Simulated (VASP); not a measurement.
# LiNbO3 (R3c) in VASP: further runs

LiNbO3 is run at these levels: PBE; tasks: single point.

Everything below comes from runs of VASP 6.6.1. Logs are shortened: lines on timing, memory, paths and dates and some standing lists are left out, and cuts for length are marked.

## (1) The cell of the first run

It takes space group R3c (No. 161, trigonal). Conventional cell: a = 5.084 Å, b = 5.084 Å, c = 13.729 Å, α = 90.00°, β = 90.00°, γ = 120.00°. Li (site symmetry 3) has 6 O at 2.04 to 2.22 Å within 2.7 Å. Within 2.4 Å of Nb (site symmetry 3) lie 6 O at 1.85 to 2.11 Å. O (site symmetry 1) has 2 Nb at 1.85 to 2.11 Å and 2 Li at 2.04 to 2.22 Å within 2.4 Å.

## (2) Single point, PBE (volume changed by -6%)

INCAR

```
PREC = Accurate
ENCUT = 520
EDIFF = 1E-6
ISMEAR = 0
SIGMA = 0.01
LREAL = False
LASPH = True
NELM = 60
ALGO = Normal
ISIF = 2
LWAVE = False
LCHARG = True
GGA = PE
LELF = True
LVHAR = True
NBANDS = 45
```

KPOINTS

```
Automatic mesh
0
Gamma
  6 6 6
```

POSCAR

```
LiNbO3
1.0
    2.5421678930      1.4677213173      4.5764257150
   -2.5421678930      1.4677213173      4.5764257150
    0.0000000000     -2.9354426347      4.5764257150
Li Nb O
2 2 6
Direct
    0.7816240672      0.7816240672      0.7816240672
    0.2816240672      0.2816240672      0.2816240672
    0.5004839052      0.5004839052      0.5004839052
    1.0004839052      1.0004839052      0.0004839052
    0.6107801053      0.2211568658      0.8579550566
    0.8579550566      0.6107801053      0.2211568658
    0.1107801053      0.3579550566      0.7211568658
    0.2211568658      0.8579550566      0.6107801053
    0.7211568658      0.1107801053      0.3579550566
    0.3579550566      0.7211568658      0.1107801053
```

Potentials or basis: VASP PAW PBE potentials, release 64 (Li_sv, Nb_sv, O).

Launch:

```
$ cat potpaw_PBE.64/Li_sv/POTCAR potpaw_PBE.64/Nb_sv/POTCAR potpaw_PBE.64/O/POTCAR > POTCAR
$ mpirun -np 1 vasp_std > vasp.out
```

OUTCAR:

```text
PREC = Accurate
   ENCUT = 520
   EDIFF = 1E-6
   ISMEAR = 0
   LREAL = False
   LASPH = True
   NELM = 60
   ISIF = 2
   GGA = PE

 ion  position               nearest neighbor table
   1  0.782  0.782  0.782-  10 2.04   9 2.04   7 2.04   8 2.22   6 2.22   5 2.22
   2  0.282  0.282  0.282-   8 2.04   5 2.04   6 2.04  10 2.22   7 2.22   9 2.22
   3  0.500  0.500  0.500-   6 1.85   5 1.85   8 1.85   7 2.11  10 2.11   9 2.11
   4  0.000  0.000  0.000-   7 1.85   9 1.85  10 1.85   6 2.11   8 2.11   5 2.11
   5  0.611  0.221  0.858-   3 1.85   2 2.04   4 2.11   1 2.22
   6  0.858  0.611  0.221-   3 1.85   2 2.04   4 2.11   1 2.22
   7  0.111  0.358  0.721-   4 1.85   1 2.04   3 2.11   2 2.22
   8  0.221  0.858  0.611-   3 1.85   2 2.04   4 2.11   1 2.22
   9  0.721  0.111  0.358-   4 1.85   1 2.04   3 2.11   2 2.22
  10  0.358  0.721  0.111-   4 1.85   1 2.04   3 2.11   2 2.22

  LATTYP: Found a trigonal (rhomboedric) cell.
 ALAT       =     5.4369564819
 COS(alpha) =     0.5627530984

  Lattice vectors:

 A1 = (   2.5421678930,   1.4677213173,   4.5764257150)
 A2 = (  -2.5421678930,   1.4677213173,   4.5764257150)
 A3 = (   0.0000000000,  -2.9354426347,   4.5764257150)

Analysis of symmetry for initial positions (statically):
=====================================================================
 Subroutine PRICEL returns:
 Original cell was already a primitive cell.

 Routine SETGRP: Setting up the symmetry group for a
 trigonal (rhombohedral) supercell.

 Subroutine GETGRP returns: Found  6 space group operations
 (whereof  3 operations were pure point group operations)
 out of a pool of 12 trial point group operations.

The static configuration has the point symmetry C_3 .
 The point group associated with its full space group is C_3v.

Analysis of symmetry for dynamics (positions and initial velocities):
=====================================================================
 Subroutine PRICEL returns:
 Original cell was already a primitive cell.

 Routine SETGRP: Setting up the symmetry group for a
 trigonal (rhombohedral) supercell.

 Subroutine GETGRP returns: Found  6 space group operations
 (whereof  3 operations were pure point group operations)
 out of a pool of 12 trial point group operations.

The dynamic configuration has the point symmetry C_3 .
 The point group associated with its full space group is C_3v.

 Subroutine INISYM returns: Found  6 space group operations
[... 115 lines left out ...]
   EDIFFG = 0.1E-04   stopping-criterion for IOM
   NSW    =      0    number of steps for IOM
   IBRION =     -1    ionic relax: 0-MD 1-quasi-New 2-CG
   NFREE  =      0    steps in history (QN), initial steepest desc. (CG)
   ISIF   =      2    stress and relaxation
   ISYM   =      2    0-nonsym 1-usesym 2-fastsym
   POTIM  = 0.5000    time-step for ionic-motion
   TEBEG  =    0.0;   TEEND  =   0.0 temperature during run
   PSTRESS=    0.0 pullay stress
   NELECT =      68.0000    total number of electrons
   NUPDOWN=      -1.0000    fix difference up-down
   EMIN   =  10.00;   EMAX   =-10.00  energy-range for DOS
   EFERMI =   0.00;   METHOD = LEGACY
   ISMEAR =     0;   SIGMA  =   0.01  broadening in eV -4-tet -1-fermi 0-gaus
   EFERMI_NEDOS =   21; number of points for ismear=-14 and -15
   IALGO  =     38    algorithm
   IMIX   =      4    mixing-type and parameters
     AMIX     =   0.40;   BMIX     =  1.00
     AMIX_MAG =   1.60;   BMIX_MAG =  1.00
  volume/ion in A,a.u.               =      10.25        69.14
  Fermi-wavevector in a.u.,A,eV,Ry     =   1.428026  2.698577 27.745774  2.039257
  Thomas-Fermi vector in A             =   2.548132
   LORBIT       =      0    0 simple, 1 ext, 2 COOP (PROOUT), +10 PAW based schemes
   GGA     = PE    functional components
   LHFCALC =     F    Hartree Fock is set to
   AEXX    =    0.0000 exact exchange contribution
   IVDW    =     0    specifies the selected vdW correction
   LEPSILON=     F    determine dielectric tensor
   LRPA    =     F    only Hartree local field effects (RPA)
 non-spin polarized calculation
 Gauss-broadening in eV      SIGMA  =   0.01
  energy-cutoff  :      520.00
  volume of cell :      102.45
 maximum number of plane-waves:      2790
   NGX = 21   NGY = 21   NGZ = 21

 number of electron      68.0000008 magnetization

 Free energy of the ion-electron system (eV)
  ---------------------------------------------------
  ext. energy  EPLUGINS =         0.00000000
  ---------------------------------------------------
  free energy    TOTEN  =       -79.77237640 eV

  energy without entropy =      -79.77237640  energy(sigma->0) =      -79.77237640

 E-fermi :   4.0522     XC(G=0): -10.9776

 val. band max:        3.8695590051   @ k =   0.1667   0.1667   0.1667
 cond. band min:       7.7131490111   @ k =   0.1667   0.1667   0.0000
 fundamental gap:      3.8435900060
 Fermi energy:         4.0522438946

 k-point     1 :       0.0000    0.0000    0.0000
  band No.  band energies     occupation
      1     -50.0688      2.00000
      2     -50.0500      2.00000
      3     -38.6718      2.00000
      4     -38.6689      2.00000
      5     -26.4764      2.00000
      6     -26.4764      2.00000
[... 1141 lines left out ...]
     44      13.8464      0.00000
     45      14.6543      0.00000

 [... further k-points ...]
[... 5 lines left out ...]
  --------------------------------------------------------------------------------------
  -------------------------------------------------------------------------------------
  Total        9.2607765      9.2607765      7.8402813      0.0000000     -0.0000000      0.0000000
  in kB      144.8213143    144.8213143    122.6074134      0.0000000     -0.0000000      0.0000000
  external PRESSURE =     137.4166807 kB  Pullay stress =       0.0000000 kB

 VOLUME and BASIS-vectors are now :
 -----------------------------------------------------------------------------
  energy-cutoff  :      520.00
  volume of cell :      102.45
      direct lattice vectors                 reciprocal lattice vectors
     2.542167893  1.467721317  4.576425715     0.196682525  0.113554709  0.072837047
    -2.542167893  1.467721317  4.576425715    -0.196682525  0.113554709  0.072837047
     0.000000000 -2.935442635  4.576425715     0.000000000 -0.227109417  0.072837047

 POSITION                                       TOTAL-FORCE (eV/Angst)
 -----------------------------------------------------------------------------------
      0.00000     -0.00000     10.73113         0.000000     -0.000000      0.005580
      0.00000     -0.00000      3.86649         0.000000     -0.000000      0.005580
      0.00000     -0.00000      6.87128         0.000000      0.000000     -0.719779
      0.00000     -0.00000      0.00664         0.000000      0.000000     -0.719779
      0.99049     -1.29743      7.73367         0.280743     -0.813022      0.238066
      0.62836      1.50650      7.73367         0.563726      0.649642      0.238066
     -0.62836     -1.42894      5.44545        -0.563726      0.649642      0.238066
     -1.61885     -0.20907      7.73367        -0.844469      0.163380      0.238066
      1.55168      0.17030      5.44545        -0.280743     -0.813022      0.238066
     -0.92332      1.25865      5.44545         0.844469      0.163380      0.238066
 -----------------------------------------------------------------------------------
    total drift:                               -0.000000      0.000000     -0.001044

  FREE ENERGIE OF THE ION-ELECTRON SYSTEM (eV)
  ---------------------------------------------------
  free  energy   TOTEN  =       -79.7723763974 eV

  energy  without entropy=      -79.7723763974  energy(sigma->0) =      -79.77237640
```

OSZICAR:

```text
N       E                     dE             d eps       ncg     rms          rms(c)
DAV:   1     0.732659861431E+03    0.73266E+03   -0.36929E+04  2880   0.160E+03
DAV:   2    -0.310975615585E+02   -0.76376E+03   -0.73707E+03  3710   0.547E+02
DAV:   3    -0.914633580714E+02   -0.60366E+02   -0.59856E+02  4176   0.144E+02
DAV:   4    -0.970007152261E+02   -0.55374E+01   -0.55221E+01  5136   0.391E+01
DAV:   5    -0.972553070765E+02   -0.25459E+00   -0.25449E+00  4374   0.622E+00    0.283E+01
DAV:   6    -0.796506264094E+02    0.17605E+02   -0.73883E+01  4320   0.539E+01    0.897E+00
DAV:   7    -0.797328317630E+02   -0.82205E-01   -0.71412E+00  4504   0.150E+01    0.578E+00
DAV:   8    -0.797626281760E+02   -0.29796E-01   -0.79766E-01  4592   0.580E+00    0.141E+00
DAV:   9    -0.797669005726E+02   -0.42724E-02   -0.80984E-02  4344   0.204E+00    0.859E-01
DAV:  10    -0.797722188668E+02   -0.53183E-02   -0.23520E-02  3550   0.102E+00    0.929E-02
DAV:  11    -0.797722840349E+02   -0.65168E-04   -0.21532E-03  4487   0.276E-01    0.765E-02
DAV:  12    -0.797723445668E+02   -0.60532E-04   -0.11142E-04  4336   0.612E-02    0.326E-02
DAV:  13    -0.797723760909E+02   -0.31524E-04   -0.44923E-05  3617   0.517E-02    0.121E-02
DAV:  14    -0.797723763974E+02   -0.30650E-06   -0.25001E-06  2872   0.914E-03
   1 F= -.79772376E+02 E0= -.79772376E+02  d E =-.119838-148
```

stdout:

```text
POSCAR found type information on POSCAR LiNbO
 POSCAR found :  3 types and      10 ions
 scaLAPACK will be used
 LDA part: xc-table for (Slater+PW92), standard interpolation
 POSCAR, INCAR and KPOINTS ok, starting setup
 FFT: planning ... GRIDC
 FFT: planning ... GRID_SOFT
 FFT: planning ... GRID
 WAVECAR not read
 entering main loop
```

Wall time 85 s (1 thread of Intel Xeon 6975P-C (Granite Rapids), shared host); peak memory 0.3 GiB.

Results:

- Free energy: -79.7724 eV
- Largest force: 0.892 eV/Å
- Band gap on the k mesh: 3.84 eV, indirect (least direct gap 3.86 eV)

Forces in eV/Å, atoms in the order of the input:
```
Li   0.000  0.000  0.006
Li   0.000  0.000  0.006
Nb   0.000  0.000 -0.720
Nb   0.000  0.000 -0.720
O    0.281 -0.813  0.238
O    0.564  0.650  0.238
O   -0.564  0.650  0.238
O   -0.844  0.163  0.238
O   -0.281 -0.813  0.238
O    0.844  0.163  0.238
```

Levels at points of the mesh, in eV from the valence-band top:
| k point | band 30 | band 31 | band 32 | band 33 | band 34 | band 35 | band 36 | band 37 | band 38 | band 39 |
| --- | --- | --- | --- | --- | --- | --- | --- | --- | --- | --- |
| (0.00, 0.00, 0.00) | -0.73 | -0.73 | -0.47 | -0.01 | -0.01 | 3.85 | 3.85 | 4.35 | 5.52 | 5.52 |
| (0.50, 0.00, 0.00) | -0.48 | -0.30 | -0.30 | -0.21 | -0.21 | 4.14 | 4.14 | 5.01 | 5.01 | 5.26 |
| (0.50, 0.50, 0.00) | -0.98 | -0.74 | -0.60 | -0.45 | -0.20 | 3.95 | 4.42 | 4.90 | 4.98 | 5.59 |
| (0.50, 0.50, 0.50) | -0.61 | -0.33 | -0.33 | -0.33 | -0.33 | 4.93 | 4.93 | 5.16 | 5.16 | 5.16 |

Caveat: the cutoff is under 1.25 times the usual one of these potentials, so pressure, stress and relaxed cells hold a basis-set (Pulay) error.

[end of part 1 of 2]
